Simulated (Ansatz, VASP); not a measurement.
**Two plane-wave programs on Ge**

Contents of POSCAR:

```
Ge
1.0
    1.3388664507     -2.4920366333      0.0000000000
    1.3388664507      2.4920366333      0.0000000000
    0.0000000000      0.0000000000      2.5856705602
Ge
1
Direct
    0.5000000000      0.5000000000      0.0000000000
```

The input INCAR.step1:

```
PREC = Accurate
ENCUT = 520
ISMEAR = 1
SIGMA = 0.1
LREAL = False
LASPH = True
NELM = 60
NBANDS = 13
GGA = PE
ALGO = Normal
EDIFF = 1E-4
LWAVE = True
LCHARG = False
```

The input INCAR.step2:

```
PREC = Accurate
ENCUT = 520
EDIFF = 1E-7
ISMEAR = 1
SIGMA = 0.1
LREAL = False
LASPH = True
NELM = 60
ALGO = Normal
ISIF = 2
LWAVE = False
LCHARG = True
METAGGA = R2SCAN
LMIXTAU = True
LELF = True
LVHAR = True
NBANDS = 13
ISTART = 1
```

Contents of KPOINTS:

```
Automatic mesh
0
Gamma
  12 12 11
```

Input for Ansatz:

```yaml
crystal:
  lattice:
    - [1.3388664506590537, -2.4920366333377824, 0.0]
    - [1.3388664506590537, 2.4920366333377824, 0.0]
    - [0.0, 0.0, 2.585670560184503]
  atoms:
    - { symbol: Ge, position: [0.5, 0.5, 0.0] }
basis:
  ecutwfc: 550.0
kpoints:
  mp_grid:
    grid: [12, 12, 11]
hamiltonian:
  xc: r2scan
  pseudopotentials:
    kind: paw
scf:
  occupations:
    method: cold
output:
  stress: true
```

Alike in both runs: task single point; functional r2SCAN; k mesh 12 × 12 × 11; no spin polarisation.

|  | VASP | Ansatz |
| --- | --- | --- |
| version | VASP 6.6.1 | Ansatz 0.2.0 |
| potentials or method | VASP PAW PBE potentials, release 64 (Ge_d), cutoff 520 eV | plane waves, PAW |
| occupations | methfessel-paxton of order 1, width 0.1 eV | cold |
| valence electrons in the cell | 14 | 14 |

```tsv
	VASP	Ansatz	Ansatz less VASP
pressure (GPa)	7.5	7.6	+0.14
traceless stress, the component that is largest in VASP (GPa)	-4.42	-4.43	-0.012
```

VASP's potentials were made for PBE, not for r2SCAN.
